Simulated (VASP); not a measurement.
## Si: single point with LDA

Si:

```
CELL_PARAMETERS angstrom
0.00000 2.71547 2.71547
2.71547 0.00000 2.71547
2.71547 2.71547 0.00000
ATOMIC_POSITIONS crystal
Si 0.50000 0.50000 0.50000
Si 0.75000 0.75000 0.75000
```

```yaml
Program: VASP 6.6.1
Task: single point
Functional: LDA
Potentials_or_basis: VASP PAW LDA potentials, release 64 (Si)
Cutoff: 500 eV
k_mesh: 6 × 6 × 6
Occupations: gaussian, width 0.1 eV
Spin: no spin polarisation
```

* Pressure: -1.4 GPa
* Band gap on the k mesh: 0.60 eV (least direct gap 2.52 eV)

Levels at points of the mesh, in eV from the valence-band top:
| k point | band 1 | band 2 | band 3 | band 4 | band 5 | band 6 | band 7 | band 8 |
| --- | --- | --- | --- | --- | --- | --- | --- | --- |
| (0.00, 0.00, 0.00) | -11.96 | 0.00 | 0.00 | 0.00 | 2.52 | 2.52 | 2.52 | 3.21 |
| (0.50, 0.00, 0.00) | -9.62 | -6.99 | -1.20 | -1.20 | 1.43 | 3.29 | 3.29 | 7.51 |
| (0.50, 0.50, 0.00) | -7.81 | -7.81 | -2.85 | -2.85 | 0.60 | 0.60 | 9.97 | 9.97 |

It took 7.5 s on 1 thread of Intel Xeon 8259CL, with other jobs on the host, peak memory 0.13 GiB.

A k mesh can miss the band edges. LDA gaps usually lie below the measured ones, often by a third to a half.
